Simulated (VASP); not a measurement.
Here is a VASP 6.6.1 calculation.

INCAR

```
SYSTEM = S
  PREC = Accurate
  ENCUT = 520
  EDIFF = 1E-7
  ISMEAR = 0
  SIGMA = 0.02
  LREAL = .FALSE.
  LASPH = .TRUE.
  NELM = 100
  ALGO = Normal
  ISIF = 2
  LWAVE = .FALSE.
  LCHARG = .TRUE.
  GGA = PS
  LELF = .TRUE.
  LVHAR = .TRUE.
  NBANDS = 27
```

Contents of KPOINTS:

```
Automatic mesh
0
G
  6 6 6
  0 0 0
```

The input POSCAR:

```
S
1.0
    5.1693947010      2.9845514222      1.3926675118
   -5.1693947010      2.9845514222      1.3926675118
    0.0000000000     -5.9691028444      1.3926675117
S
6
Direct
    0.2631486431      0.1515873172      0.9094909162
    0.9094909162      0.2631486431      0.1515873172
    0.1515873172      0.9094909162      0.2631486431
    0.7368513569      0.8484126828      0.0905090838
    0.0905090838      0.7368513569      0.8484126828
    0.8484126828      0.0905090838      0.7368513569
```

Potentials or basis: VASP PAW PBE potentials, release 64 (S).

Command:

```console
$ cat potpaw_PBE.64/S/POTCAR > POTCAR
$ mpirun -np 1 vasp_std > vasp.out
```

**Question.** Predict the largest force.

**Answer.** 0.109 eV/Å.

**Question.** What does it give for the band gap on the k mesh?

**Answer.** 1.92 eV (least direct gap 1.99 eV).

**Question.** Estimate the pressure.

**Answer.** 0.2 GPa.

Forces in eV/Å, atoms in the order of the input:
```
S   -0.026 -0.078 -0.071
S    0.080  0.017 -0.071
S   -0.055  0.061 -0.071
S    0.026  0.078  0.071
S   -0.080 -0.017  0.071
S    0.055 -0.061  0.071
```

Caveat: this functional lacks dispersion, which holds the molecules together, so the pressure and a relaxed volume are unreliable; the PAW data sets were made with another functional, which shifts forces and pressure a little. A k mesh can miss the band edges.
